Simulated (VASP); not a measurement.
# La2O3 (P-3m1) in VASP: vibrations by perturbation theory with LDA

Aim: the vibrations by perturbation theory of La2O3 with LDA.

All numbers are computed with VASP 6.6.1; they aren't measurements. Logs are shortened: lines on timing, memory, paths and dates and some standing lists are left out, and cuts for length are marked.

## 1. The cell of the first run

The structure is trigonal, space group P-3m1 (No. 164). The conventional cell has a = 3.883 Å, b = 3.883 Å, c = 5.951 Å, α = 90.00°, β = 90.00°, γ = 120.00°. Within 3.1 Å of La (site symmetry 3m) lie 7 O at 2.33 to 2.67 Å. O (site symmetry 3m) has 4 La at 2.33 to 2.40 Å and 6 O at 2.84 to 3.07 Å within 3.1 Å. O (site symmetry -3m) has 6 La at 2.67 Å and 6 O at 3.07 Å within 3.5 Å.

## 2. Vibrations by perturbation theory, LDA

Input file INCAR:

```
SYSTEM = La2O3
PREC = Accurate
ENCUT = 520
EDIFF = 1E-8
ISMEAR = 0
SIGMA = 0.01
LREAL = .FALSE.
LASPH = .TRUE.
NELM = 100
ALGO = Normal
ISIF = 2
LWAVE = .FALSE.
LCHARG = .FALSE.
IBRION = 8
NSW = 1
LEPSILON = .TRUE.
```

Input file KPOINTS:

```
Automatic mesh
0
G
  9 9 4
  0 0 0
```

Input file POSCAR:

```
La2O3
1.0
    3.8830241453      0.0000000000      0.0000000000
   -1.9415120726      3.3627975533      0.0000000000
    0.0000000000      0.0000000000      5.9511616413
La O
2 3
Direct
    0.6666666667      0.3333333333      0.7560273781
    0.3333333333      0.6666666667      0.2439726219
    0.6666666667      0.3333333333      0.3534105431
    0.3333333333      0.6666666667      0.6465894569
    0.0000000000      0.0000000000      0.0000000000
```

Potentials or basis: VASP PAW LDA potentials, release 64 (La, O).

Launch:

```bash
cat potpaw_LDA.64/La/POTCAR potpaw_LDA.64/O/POTCAR > POTCAR
mpirun -np 1 vasp_std > vasp.out
```

OUTCAR:

```text
SYSTEM = La2O3
   PREC = Accurate
   ENCUT = 520
   EDIFF = 1E-8
   ISMEAR = 0
   LREAL = .FALSE.
   LASPH = .TRUE.
   NELM = 100
   ISIF = 2
   IBRION = 8
   NSW = 1
   LEPSILON = .TRUE.

 ion  position               nearest neighbor table
   1  0.667  0.333  0.756-   4 2.33   4 2.33   4 2.33   3 2.40   5 2.67   5 2.67   5 2.67   2 3.67
                             2 3.67   2 3.67
   2  0.333  0.667  0.244-   3 2.33   3 2.33   3 2.33   4 2.40   5 2.67   5 2.67   5 2.67   1 3.67
                             1 3.67   1 3.67
   3  0.667  0.333  0.353-   2 2.33   2 2.33   2 2.33   1 2.40
   4  0.333  0.667  0.647-   1 2.33   1 2.33   1 2.33   2 2.40
   5  0.000  0.000  0.000-   1 2.67   2 2.67   2 2.67   1 2.67   1 2.67   2 2.67

  LATTYP: Found a hexagonal cell.
 ALAT       =     3.8830241453
 C/A-ratio  =     1.5326100015

  Lattice vectors:

 A1 = (   3.8830241453,   0.0000000000,   0.0000000000)
 A2 = (  -1.9415120726,   3.3627975533,   0.0000000000)
 A3 = (   0.0000000000,   0.0000000000,   5.9511616413)

Analysis of symmetry for initial positions (statically):
=====================================================================
 Subroutine PRICEL returns:
 Original cell was already a primitive cell.

 Routine SETGRP: Setting up the symmetry group for a
 hexagonal supercell.

 Subroutine GETGRP returns: Found 12 space group operations
 (whereof 12 operations were pure point group operations)
 out of a pool of 24 trial point group operations.

The static configuration has the point symmetry D_3d.

Analysis of symmetry for dynamics (positions and initial velocities):
=====================================================================
 Subroutine PRICEL returns:
 Original cell was already a primitive cell.

 Routine SETGRP: Setting up the symmetry group for a
 hexagonal supercell.

 Subroutine GETGRP returns: Found 12 space group operations
 (whereof 12 operations were pure point group operations)
 out of a pool of 24 trial point group operations.

The dynamic configuration has the point symmetry D_3d.

 Subroutine INISYM returns: Found 12 space group operations
 (whereof 12 operations are pure point group operations),
 and found     1 'primitive' translations

----------------------------------------------------------------------------------------

                                     Primitive cell

  volume of cell :      77.7092

  direct lattice vectors                    reciprocal lattice vectors
     3.883024145  0.000000000  0.000000000     0.257531234  0.148685727  0.000000000
    -1.941512073  3.362797553  0.000000000     0.000000000  0.297371455  0.000000000
     0.000000000  0.000000000  5.951161641     0.000000000  0.000000000  0.168034421

  length of vectors
     3.883024145  3.883024145  5.951161641     0.297371455  0.297371455  0.168034421

  position of ions in fractional coordinates (direct lattice)
     0.666666667  0.333333333  0.756027378
     0.333333333  0.666666667  0.243972622
     0.666666667  0.333333333  0.353410543
     0.333333333  0.666666667  0.646589457
     0.000000000  0.000000000  0.000000000

  ion indices of the primitive-cell ions
   primitive index   ion index
                 1           1
                 2           2
                 3           3
                 4           4
                 5           5

----------------------------------------------------------------------------------------

 KPOINTS: Automatic mesh

Automatic generation of k-mesh.
 Grid dimensions read from file:
 generate k-points for:    9    9    4

 Generating k-lattice:

[... 820 lines left out ...]
     0.00237  0.00000 -0.00000           (  0.00002  0.00000 -0.00000)
     0.00000  0.00237  0.00000           (  0.00000  0.00002  0.00000)
    -0.00000  0.00000 -0.00685           ( -0.00000  0.00000 -0.00015)

 PIEZOELECTRIC TENSOR FIELD DIRECTION 3  (C/m^2)
 -----------------------------------------------------------------------------
     0.00049  0.00000 -0.00000
     0.00000  0.00049  0.00000
    -0.00000  0.00000 -0.00141

[... ionic steps 4 to 15 ...]

--------------------------------------- Ionic step       16  -------------------------------------------

------------------------ aborting loop because EDIFF is reached ----------------------------------------

[... ionic steps 17 to 17 ...]

--------------------------------------- Ionic step       18  -------------------------------------------

 Free energy of the ion-electron system (eV)
  ---------------------------------------------------
  ---------------------------------------------------
  free energy    TOTEN  =        -0.36923070 eV

  energy without entropy =       -0.36923070

------------------------ aborting loop because EDIFF is reached ----------------------------------------

 INTERNAL STRAIN TENSOR  FOR ION    5  DIRECTION 3   (eV/Angst):
 -----------------------------------------------------------------------------
    -0.00512 -0.00000  0.00000
    -0.00000 -0.00512  0.00000
    -0.00000  0.00000 -0.00267

 MACROSCOPIC STATIC DIELECTRIC TENSOR (including local field effects in DFT)
 ------------------------------------------------------
           4.925317     0.000000    -0.000000
           0.000000     4.925317     0.000000
           0.000000    -0.000000     4.880223
 ------------------------------------------------------

 PIEZOELECTRIC TENSOR (including local field effects)  for field in x, y, z        (e  Angst)
          XX          YY          ZZ          XY          YZ          ZX
  --------------------------------------------------------------------------------
  x     0.00000     0.00000     0.00000     0.00000     0.00000     0.00000
  y     0.00000     0.00000     0.00000     0.00000     0.00000     0.00000
  z     0.00000     0.00000     0.00000     0.00000     0.00000     0.00000

 PIEZOELECTRIC TENSOR (including local field effects)  for field in x, y, z        (C/m^2)
          XX          YY          ZZ          XY          YZ          ZX
  --------------------------------------------------------------------------------
  x     0.00000     0.00000     0.00000     0.00000     0.00000     0.00000
  y     0.00000     0.00000     0.00000     0.00000     0.00000     0.00000
  z     0.00000     0.00000     0.00000     0.00000     0.00000     0.00000

 BORN EFFECTIVE CHARGES (including local field effects) (in |e|, cummulative output)
 ---------------------------------------------------------------------------------
 ion    1
    1     4.22665     0.00000     0.00000
    2     0.00000     4.22665     0.00000
    3    -0.00000     0.00000     3.87528
 ion    2
    1     4.22665     0.00000     0.00000
    2     0.00000     4.22665     0.00000
    3    -0.00000     0.00000     3.87528
 ion    3
    1    -2.85418    -0.00000    -0.00000
    2    -0.00000    -2.85418    -0.00000
    3     0.00000     0.00000    -2.58725
 ion    4
    1    -2.85418    -0.00000    -0.00000
    2    -0.00000    -2.85418    -0.00000
    3     0.00000     0.00000    -2.58725
 ion    5
    1    -2.74492    -0.00000    -0.00000
    2    -0.00000    -2.74492    -0.00000
    3     0.00000     0.00000    -2.57605

 INTERNAL STRAIN TENSOR FOR ION    5 for displacements in x,y,z  (eV/Angst):
          X           Y           Z          XY          YZ          ZX
  --------------------------------------------------------------------------------
  x     0.00000     0.00000     0.00000     0.00000     0.00000     0.00000
  y     0.00000     0.00000     0.00000     0.00000     0.00000     0.00000
  z     0.00000     0.00000     0.00000     0.00000     0.00000     0.00000

 SECOND DERIVATIVES (NOT SYMMETRIZED)
 ------------------------------------
               1X          1Y          1Z          2X          2Y          2Z          3X          3Y          3Z          4X          4Y          4Z          5X          5Y          5Z
  1X    -6.958341   -0.000000    0.000000    0.899570    0.000000   -0.000000    0.881620    0.000000   -0.000000    4.999643    0.000000   -0.000000    0.177508    0.000000   -0.000000
  1Y    -0.000000   -6.958341    0.000000    0.000000    0.899570    0.000000    0.000000    0.881620    0.000000    0.000000    4.999643   -0.000000    0.000000    0.177508    0.000000
  1Z     0.000000    0.000000  -13.679284    0.000000    0.000000    9.345134   -0.000000    0.000000    0.247831    0.000000    0.000000    4.383569    0.000000    0.000000   -0.297249
  2X     0.899570    0.000000   -0.000000   -6.958341   -0.000000    0.000000    4.999643    0.000000   -0.000000    0.881620    0.000000   -0.000000    0.177508    0.000000   -0.000000
  2Y     0.000000    0.899570    0.000000   -0.000000   -6.958341    0.000000    0.000000    4.999643   -0.000000    0.000000    0.881620    0.000000    0.000000    0.177508    0.000000
  2Z     0.000000    0.000000    9.345134    0.000000    0.000000  -13.679284    0.000000    0.000000    4.383569   -0.000000    0.000000    0.247831    0.000000    0.000000   -0.297249
  3X     0.890795    0.000000   -0.000000    4.954539    0.000000    0.000000   -8.344718   -0.000000    0.000000    1.202433    0.000000   -0.000000    1.296951    0.000000    0.000000
  3Y     0.000000    0.890795    0.000000    0.000000    4.954539    0.000000   -0.000000   -8.344718   -0.000000    0.000000    1.202433    0.000000    0.000000    1.296951    0.000000
  3Z     0.000000    0.000000    0.242920    0.000000    0.000000    4.390949   -0.000000    0.000000   -8.431703   -0.000000    0.000000    0.528975    0.000000    0.000000    3.268859
  4X     4.954539    0.000000    0.000000    0.890795    0.000000   -0.000000    1.202433    0.000000   -0.000000   -8.344718   -0.000000    0.000000    1.296951    0.000000    0.000000
  4Y     0.000000    4.954539    0.000000    0.000000    0.890795    0.000000    0.000000    1.202433    0.000000   -0.000000   -8.344718   -0.000000    0.000000    1.296951    0.000000
  4Z     0.000000    0.000000    4.390949    0.000000    0.000000    0.242920   -0.000000    0.000000    0.528975   -0.000000    0.000000   -8.431703    0.000000    0.000000    3.268859
  5X     0.150349    0.000000    0.000000    0.150349    0.000000    0.000000    1.295820    0.000000    0.000000    1.295820    0.000000    0.000000   -2.892338   -0.000000    0.000000
  5Y     0.000000    0.150349    0.000000    0.000000    0.150349    0.000000    0.000000    1.295820    0.000000    0.000000    1.295820    0.000000   -0.000000   -2.892338    0.000000
  5Z     0.000000    0.000000   -0.300249    0.000000    0.000000   -0.300249    0.000000    0.000000    3.270366    0.000000    0.000000    3.270366    0.000000    0.000000   -5.940235

 Eigenvectors and eigenvalues of the dynamical matrix
 ----------------------------------------------------

   1 f  =   13.426546 THz    84.361476 2PiTHz  447.861363 cm-1    55.527707 meV
             X         Y         Z           dx          dy          dz
      1.941512  1.120933  4.499241     0.000000   -0.000000    0.082105
     -0.000000  2.241865  1.451921     0.000000   -0.000000    0.082105
      1.941512  1.120933  2.103203    -0.000000    0.000000   -0.550428
     -0.000000  2.241865  3.847958    -0.000000    0.000000   -0.550428
      0.000000  0.000000  0.000000     0.000000   -0.000000    0.616908
[... 105 lines left out ...]
  15 f/i=    0.020821 THz     0.130822 2PiTHz    0.694512 cm-1     0.086108 meV
             X         Y         Z           dx          dy          dz
      1.941512  1.120933  4.499241    -0.256906    0.599427   -0.000000
     -0.000000  2.241865  1.451921    -0.256906    0.599427   -0.000000
      1.941512  1.120933  2.103203    -0.087631    0.204466   -0.000000
     -0.000000  2.241865  3.847958    -0.087631    0.204466   -0.000000
      0.000000  0.000000  0.000000    -0.088438    0.206348   -0.000000

--------------------------------------------------------------------------------------------------------

 MACROSCOPIC STATIC DIELECTRIC TENSOR IONIC CONTRIBUTION
 ------------------------------------------------------
          18.873999     0.000000    -0.000000
           0.000000    18.873999     0.000000
          -0.000000     0.000000    19.957341
 ------------------------------------------------------

 ELASTIC MODULI CONTR FROM IONIC RELAXATION (kBar)
 Direction    XX          YY          ZZ          XY          YZ          ZX
 --------------------------------------------------------------------------------
 XX        -443.7115    265.8544    -89.6512     -0.0000    199.6680      0.0000
 YY         265.8544   -443.7115    -89.6512     -0.0000   -199.6680     -0.0000
 ZZ         -89.6512    -89.6512   -402.9937     -0.0000      0.0000      0.0000
 XY          -0.0000     -0.0000     -0.0000   -354.7829     -0.0000    206.0811
 YZ         199.6680   -199.6680      0.0000     -0.0000   -131.1336     -0.0000
 ZX           0.0000     -0.0000      0.0000    206.0811     -0.0000   -136.5714
 --------------------------------------------------------------------------------

 PIEZOELECTRIC TENSOR IONIC CONTR  for field in x, y, z        (C/m^2)
          XX          YY          ZZ          XY          YZ          ZX
  --------------------------------------------------------------------------------
  x    -0.00000    -0.00000    -0.00000     0.00000     0.00000    -0.00000
  y    -0.00000     0.00000    -0.00000    -0.00000     0.00000     0.00000
  z     0.00000     0.00000     0.00000     0.00000     0.00000    -0.00000
```

Wall time 49 min (1 thread of Intel Xeon 6975P-C (Granite Rapids), shared host); peak memory 0.81 GiB.

What came out:

* Electronic dielectric tensor (diagonal): 4.93, 4.93, 4.88
* Born charges (mean of the diagonal): La +4.11; O -2.77, -2.69 (each value once) e
* Highest phonon frequency at Γ, LO-TO splitting left out: 448 cm⁻¹

Phonon frequencies in cm⁻¹ (negative: imaginary):
```
              q point                                              frequencies
(0.000, 0.000, 0.000)  -1 -1 0 108 108 200 204 204 208 375 375 397 407 407 448
```

Electronic dielectric tensor:
```
4.93 0.00 0.00
0.00 4.93 0.00
0.00 0.00 4.88
```

Born effective charge tensors (e):
atom 1, La
```
4.23 0.00 0.00
0.00 4.23 0.00
0.00 0.00 3.88
```
atom 2, La
```
4.23 0.00 0.00
0.00 4.23 0.00
0.00 0.00 3.88
```
atom 3, O
```
-2.85  0.00  0.00
 0.00 -2.85  0.00
 0.00  0.00 -2.59
```
atom 4, O
```
-2.85  0.00  0.00
 0.00 -2.85  0.00
 0.00  0.00 -2.59
```
atom 5, O
```
-2.74  0.00  0.00
 0.00 -2.74  0.00
 0.00  0.00 -2.58
```

Caveat: spin-orbit coupling is left out, which moves the levels of the heavy elements.
